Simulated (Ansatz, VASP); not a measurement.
## CuAu in VASP and in Ansatz

File INCAR:

```
SYSTEM = CuAu
PREC = Accurate
ENCUT = 520
EDIFF = 1E-6
ISMEAR = -1
SIGMA = 0.05
LREAL = .False.
LASPH = .True.
NELM = 80
ALGO = Normal
ISIF = 2
LWAVE = .False.
LCHARG = .False.
GGA = PE
NBANDS = 18
```

KPOINTS

```
regular mesh
0
Gamma
  11 11 11
  0 0 0
```

Contents of POSCAR:

```
CuAu
1.0
    1.4713592656      0.8494896681      4.3396462822
   -1.4713592656      0.8494896681      4.3396462822
    0.0000000000     -1.6989793362      4.3396462822
Au Cu
1 1
Direct
    0.0000000000      0.0000000000      0.0000000000
    0.5000000000      0.5000000000      0.5000000000
```

The input input.yaml:

```yaml
crystal:
  lattice:
    - [1.4713592656, 0.8494896681, 4.3396462822]
    - [-1.4713592656, 0.8494896681, 4.3396462822]
    - [0.0, -1.6989793362, 4.3396462822]
  atoms:
    - { symbol: Au, position: [0.0, 0.0, 0.0] }
    - { symbol: Cu, position: [0.5, 0.5, 0.5] }
hamiltonian:
  xc: pbe
  pseudopotentials: { kind: paw }
kpoints:
  mp_grid: { grid: [11, 11, 11] }
scf:
  occupations: { method: fermi_dirac, width: 0.05 }
output:
  forces: true
  stress: true
  eigenvalues: true
```

Alike in both runs: task single point; functional PBE; k mesh 11 × 11 × 11; occupations fermi-dirac, width 0.05 eV; no spin polarisation.

|  | VASP | Ansatz |
| --- | --- | --- |
| version | VASP 6.6.1 | Ansatz 0.2.0 |
| potentials or method | VASP PAW PBE potentials, release 64 (Au, Cu) | Ansatz PAW |
| plane-wave cutoff (eV) | 520 | 420 |
| valence electrons in the cell | 22 | 38 |

VASP gave:

```
gap on the k mesh at the Fermi level (eV)                     : none
pressure (GPa)                                                : -6.9
traceless stress, the component that is largest in VASP (GPa) : 0.47
```

Q: Which values does Ansatz return?

A: gap on the k mesh at the Fermi level (eV): none; pressure (GPa): -7.0; traceless stress, the component that is largest in VASP (GPa): 0.39.

A gap of «none» marks a metal or a gap that the smearing closes. VASP's potentials hold 22 valence electrons a cell and Ansatz's 38, so a difference there can come from the potentials and not from the codes.

Neither program's run includes spin-orbit coupling.
